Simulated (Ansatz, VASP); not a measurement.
# One calculation of La3In, two programs

```
CELL_PARAMETERS angstrom
5.05127 0.00000 0.00000
0.00000 5.05127 0.00000
0.00000 0.00000 5.05127
ATOMIC_POSITIONS crystal
La 0.00000 0.50000 0.50000
La 0.50000 0.00000 0.50000
La 0.50000 0.50000 0.00000
In 0.00000 0.00000 0.00000
```

Change from the starting cell: volume scaled by 0.98.

Alike in both runs: task single point; functional PBEsol; k mesh 7 × 7 × 7; occupations fermi-dirac, width 0.05 eV; no spin polarisation.

```csv
,VASP,Ansatz
version,VASP 6.6.1,Ansatz 0.2.0
potentials or method,"VASP PAW PBE potentials, release 64 (La, In_d), cutoff 520 eV","all-electron LAPW, scalar-relativistic"
```

Ansatz gave:

* pressure (GPa): -1.9

Which values does VASP return?

Pressure (GPa): -2.0.

VASP's potentials were made for PBE, not for PBEsol. Ansatz ran all-electron here, and VASP with PAW potentials.

Spin-orbit coupling is off throughout.
